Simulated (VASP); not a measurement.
A run of VASP 6.6.1:

File POSCAR:

```
KTaO3
1.0
    4.1189873588      0.0000000000      0.0000000000
    0.0000000000      4.1189873588      0.0000000000
    0.0000000000      0.0000000000      4.1189873588
K Ta O
1 1 3
Direct
    0.5000000000      0.5000000000      0.5000000000
    0.0000000000      0.0000000000      0.0000000000
    0.5000000000      0.0000000000      0.0000000000
    0.0000000000      0.5000000000      0.0000000000
    0.0000000000      0.0000000000      0.5000000000
```

INCAR.step1

```
PREC = Accurate
ENCUT = 520
ISMEAR = 0
SIGMA = 0.02
LREAL = False
LASPH = True
NELM = 80
NBANDS = 27
GGA = PE
ALGO = Normal
EDIFF = 1E-4
LWAVE = True
LCHARG = False
```

Contents of INCAR.step2:

```
PREC = Accurate
ENCUT = 520
EDIFF = 1E-6
ISMEAR = 0
SIGMA = 0.02
LREAL = False
LASPH = True
NELM = 80
ALGO = Normal
ISIF = 2
LWAVE = False
LCHARG = False
METAGGA = R2SCAN
LMIXTAU = True
NBANDS = 27
ISTART = 1
```

KPOINTS

```
regular mesh
0
Gamma
  6 6 6
```

Potentials or basis: VASP PAW PBE potentials, release 64 (K_sv, Ta_pv, O).

The run is started by

```sh
$ cat potpaw_PBE.64/K_sv/POTCAR potpaw_PBE.64/Ta_pv/POTCAR potpaw_PBE.64/O/POTCAR > POTCAR
$ cp INCAR.step1 INCAR
$ mpirun -np 1 vasp_std > vasp.out
$ cp INCAR.step2 INCAR
$ mpirun -np 1 vasp_std > vasp.out
```

Hardware: 1 thread of Intel(R) Xeon(R) Platinum 8488C (Sapphire Rapids), with other jobs on the host.

Task: Estimate the wall time of this run.

Result: It took 81 s on 1 thread of Intel(R) Xeon(R) Platinum 8488C (Sapphire Rapids) (shared host), peak memory 0.21 GiB. Counts: k points 20.
